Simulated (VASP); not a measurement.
# WS2 (P6_3/mmc) in VASP: notebook, part 2 of 2

VASP 6.6.1. The steps go on from the part before.

## (3) Single point, PBE+D3(BJ) (16.91 Å³/atom)

This run uses another cell than the first one, of 16.91 Å³/atom.

INCAR

```
  PREC = Accurate
  ENCUT = 500
  EDIFF = 1E-6
  ISMEAR = 0
  SIGMA = 0.02
  LREAL = False
  LASPH = True
  NELM = 120
  ALGO = Normal
  ISIF = 2
  LWAVE = False
  LCHARG = False
  GGA = PE
  IVDW = 12
  NBANDS = 35
  GGA_COMPAT = False
```

KPOINTS

```
Automatic mesh
0
Gamma
  12 12 4
```

POSCAR

```
WS2
1.0
    3.1388783141      0.0000000000      0.0000000000
   -1.5694391571      2.7183483594      0.0000000000
    0.0000000000      0.0000000000     11.8911299283
W S
2 4
Direct
    0.3333333333      0.6666666667      0.2500000000
    0.6666666667      0.3333333333      0.7500000000
    0.3333333333      0.6666666667      0.6174369554
    0.6666666667      0.3333333333      0.1174369554
    0.3333333333      0.6666666667      0.8825630446
    0.6666666667      0.3333333333      0.3825630446
```

Potentials or basis: VASP PAW PBE potentials, release 64 (W_sv, S).

Started as:

```
cat potpaw_PBE.64/W_sv/POTCAR potpaw_PBE.64/S/POTCAR > POTCAR
mpirun -np 1 vasp_std > vasp.out
```

It took 1.9 min on 1 thread of AMD EPYC 9R45 (Zen 5), shared host; peak memory 0.28 GiB.

The run converged. Its results:

```yaml
Free_energy: -49.7823 eV
Pressure: 1.8 GPa
Band_gap_on_the_k_mesh: 0.79 eV (least direct gap 1.87 eV)
Dispersion_energy_per_atom: -0.450 eV
```

Levels at points of the mesh, in eV from the valence-band top:
```tsv
k point	band 24	band 25	band 26	band 27	band 28	band 29
(0.00, 0.00, 0.00)	-1.42	-1.31	0.00	2.20	2.20	2.22
(0.50, 0.00, 0.00)	-1.90	-1.79	-1.63	2.28	2.35	2.48
(0.00, 0.00, 0.50)	-2.29	-0.30	-0.30	2.20	2.20	2.20
(0.50, 0.00, 0.50)	-1.95	-1.74	-1.74	2.31	2.31	2.73
```

Caveat: spin-orbit coupling is left out, which moves the levels of the heavy elements. A k mesh can miss the band edges.

## (4) Single point, PBE+D3(BJ)

This run uses another cell than the first one, of 17.43 Å³/atom.

INCAR

```
SYSTEM = WS2
PREC = Accurate
ENCUT = 500
EDIFF = 1E-6
ISMEAR = 0
SIGMA = 0.02
LREAL = .FALSE.
LASPH = .TRUE.
NELM = 120
ALGO = Normal
ISIF = 2
LWAVE = .FALSE.
LCHARG = .FALSE.
GGA = PE
IVDW = 12
NBANDS = 35
GGA_COMPAT = .FALSE.
```

KPOINTS

```
Automatic mesh
0
G
  12 12 4
  0 0 0
```

POSCAR

```
WS2
1.0
    3.1540933641      0.0000000000      0.0000000000
   -1.5770466820      2.7315249792      0.0000000000
    0.0000000000      0.0000000000     12.1409105662
W S
2 4
Direct
    0.3333333333      0.6666666667      0.2500000000
    0.6666666667      0.3333333333      0.7500000000
    0.3333333333      0.6666666667      0.6202954481
    0.6666666667      0.3333333333      0.1202954481
    0.3333333333      0.6666666667      0.8797045519
    0.6666666667      0.3333333333      0.3797045519
```

Potentials or basis: VASP PAW PBE potentials, release 64 (W_sv, S).

Started as:

```
cat potpaw_PBE.64/W_sv/POTCAR potpaw_PBE.64/S/POTCAR > POTCAR
mpirun -np 1 vasp_std > vasp.out
```

OUTCAR:

```text
SYSTEM = WS2
   PREC = Accurate
   ENCUT = 500
   EDIFF = 1E-6
   ISMEAR = 0
   LREAL = .FALSE.
   LASPH = .TRUE.
   NELM = 120
   ISIF = 2
   GGA = PE
   IVDW = 12
 IVDW          = 12

 ion  position               nearest neighbor table
   1  0.333  0.667  0.250-   4 2.41   6 2.41   4 2.41   6 2.41   4 2.41   6 2.41
   2  0.667  0.333  0.750-   3 2.41   5 2.41   3 2.41   5 2.41   3 2.41   5 2.41
   3  0.333  0.667  0.620-   2 2.41   2 2.41   2 2.41
   4  0.667  0.333  0.120-   1 2.41   1 2.41   1 2.41
   5  0.333  0.667  0.880-   2 2.41   2 2.41   2 2.41
   6  0.667  0.333  0.380-   1 2.41   1 2.41   1 2.41

  LATTYP: Found a hexagonal cell.
 ALAT       =     3.1540933641
 C/A-ratio  =     3.8492552898

  Lattice vectors:

 A1 = (   3.1540933641,   0.0000000000,   0.0000000000)
 A2 = (  -1.5770466820,   2.7315249792,   0.0000000000)
 A3 = (   0.0000000000,   0.0000000000,  12.1409105662)

Analysis of symmetry for initial positions (statically):
=====================================================================
 Subroutine PRICEL returns:
 Original cell was already a primitive cell.

 Routine SETGRP: Setting up the symmetry group for a
 hexagonal supercell.

 Subroutine GETGRP returns: Found 24 space group operations
[... 182 lines left out ...]

 k-point     1 :       0.0000    0.0000    0.0000
  band No.  band energies     occupation
      1     -66.9189      2.00000
      2     -66.9189      2.00000
      3     -31.1763      2.00000
      4     -31.1763      2.00000
      5     -30.9983      2.00000
      6     -30.9983      2.00000
[... 901 lines left out ...]
     34      11.7300      0.00000
     35      13.4715      0.00000

 [... further k-points ...]

------------------------ aborting loop because EDIFF is reached ----------------------------------------

 Edisp (eV)   -2.61074

 E8    (eV) :    -1.0971

  FORCE on cell =-STRESS in cart. coord.  units (eV):
  Direction    XX          YY          ZZ          XY          YZ          ZX
  --------------------------------------------------------------------------------------
  -------------------------------------------------------------------------------------
  Total      -0.02981    -0.02981    -0.03220    -0.00000    -0.00000     0.00000
  in kB      -0.45661    -0.45661    -0.49320    -0.00000    -0.00000     0.00000
  external pressure =       -0.47 kB  Pullay stress =        0.00 kB

 VOLUME and BASIS-vectors are now :
 -----------------------------------------------------------------------------
  energy-cutoff  :      500.00
  volume of cell :      104.60
      direct lattice vectors                 reciprocal lattice vectors
     3.154093364  0.000000000  0.000000000     0.317048319  0.183047932  0.000000000
    -1.577046682  2.731524979  0.000000000     0.000000000  0.366095865  0.000000000
     0.000000000  0.000000000 12.140910566     0.000000000  0.000000000  0.082366145

 POSITION                                       TOTAL-FORCE (eV/Angst)
 -----------------------------------------------------------------------------------
     -0.00000      1.82102      3.03523         0.000000      0.000000      0.000000
      1.57705      0.91051      9.10568        -0.000000      0.000000      0.000000
     -0.00000      1.82102      7.53095        -0.000000     -0.000000     -0.002166
      1.57705      0.91051      1.46050         0.000000      0.000000     -0.002166
     -0.00000      1.82102     10.68041         0.000000      0.000000      0.002166
      1.57705      0.91051      4.60996         0.000000     -0.000000      0.002166
 -----------------------------------------------------------------------------------
    total drift:                               -0.000000      0.000000     -0.000000

  FREE ENERGIE OF THE ION-ELECTRON SYSTEM (eV)
  ---------------------------------------------------
  free  energy   TOTEN  =       -49.7993657943 eV

  energy  without entropy=      -49.7993657943  energy(sigma->0) =      -49.79936579
```

stdout:

```text
POSCAR found type information on POSCAR W S
 POSCAR found :  2 types and       6 ions
 scaLAPACK will be used
 LDA part: xc-table for (Slater+PW92), standard interpolation
 POSCAR, INCAR and KPOINTS ok, starting setup
 FFT: planning ... GRIDC
 FFT: planning ... GRID_SOFT
 FFT: planning ... GRID
 WAVECAR not read
 entering main loop
```

Run time: 2.1 min. Hardware: 1 thread of AMD EPYC 9R45 (Zen 5), shared host; peak memory 0.28 GiB.

What came out:

| Property | Result |
| --- | --- |
| Free energy | -49.7994 eV |
| Pressure | 0.0 GPa |
| Band gap on the k mesh | 0.91 eV (least direct gap 1.83 eV) |
| Dispersion energy per atom | -0.435 eV |

Forces on the atoms (eV/Å):
```
W    0.000  0.000  0.000
W    0.000  0.000  0.000
S    0.000  0.000 -0.002
S    0.000  0.000 -0.002
S    0.000  0.000  0.002
S    0.000  0.000  0.002
```

Caveat: spin-orbit coupling is left out, which moves the levels of the heavy elements.

## (5) Summary

```csv
spin,cell,k mesh,smearing,gap on the mesh (eV),pressure (GPa)
collinear,"a = 3.180, b = 3.180, c = 12.500 Å, angles 90.0, 90.0, 120.0°, 6 atoms, atomic positions A",6 × 6 × 2,gaussian 0.1 eV,1.06,-1.6
off,"a = 3.139, b = 3.139, c = 11.891 Å, angles 90.0, 90.0, 120.0°, 6 atoms, atomic positions B",12 × 12 × 4,gaussian 0.02 eV,0.79,1.8
off,"a = 3.154, b = 3.154, c = 12.141 Å, angles 90.0, 90.0, 120.0°, 6 atoms, atomic positions C",12 × 12 × 4,gaussian 0.02 eV,0.91,0.0
```

Alike in all rows: task single point; level PBE+D3(BJ); potentials or basis VASP PAW PBE potentials, release 64 (W_sv, S); cutoff (eV) 500.

Caveats: spin-orbit coupling is left out, which moves the levels of the heavy elements.

Absolute energies hang on the potentials; compare differences alone.
